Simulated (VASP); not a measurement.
Input of a VASP 6.6.1 run:

The input INCAR:

```
SYSTEM = Tl
PREC     = Accurate       ! precision mode
ENCUT    = 520            ! plane-wave cutoff, eV
EDIFF    = 1E-6           ! SCF threshold, eV
ISMEAR   = -1             ! smearing method
SIGMA    = 0.05           ! smearing width, eV
LREAL    = .False.        ! projectors in reciprocal space
LASPH    = .True.         ! aspherical terms in the spheres
NELM     = 100            ! most SCF steps
ALGO     = Normal         ! electronic algorithm
ISIF     = 2              ! what is computed and relaxed
LWAVE    = .False.        ! write WAVECAR
LCHARG   = .False.        ! write CHGCAR
GGA      = RE             ! functional
NBANDS   = 20             ! bands
```

File KPOINTS:

```
regular mesh
0
Gamma
  9 9 5
  0 0 0
```

File POSCAR:

```
Tl
1.0
    3.4560000000      0.0000000000      0.0000000000
   -1.7280000000      2.9929837955      0.0000000000
    0.0000000000      0.0000000000      5.5250000000
Tl
2
Direct
    0.6666666667      0.3333333333      0.7500000000
    0.3333333333      0.6666666667      0.2500000000
```

Potentials or basis: VASP PAW PBE potentials, release 64 (Tl_d).

Run with:

```bash
$ cat potpaw_PBE.64/Tl_d/POTCAR > POTCAR
$ mpirun -np 1 vasp_std > vasp.out
```

Predict the band gap on the k mesh.

zero (band 13 reaches 8.80 eV, above the bottom of band 14 at 5.13 eV).

Estimate the pressure.

4.7 GPa.

Stress tensor (GPa, compression positive):
```
4.28 0.00 0.00
0.00 4.28 0.00
0.00 0.00 5.68
```

Caveat: the PAW data sets were made with another functional, which shifts forces and pressure a little; spin-orbit coupling is left out, which moves the levels of the heavy elements.
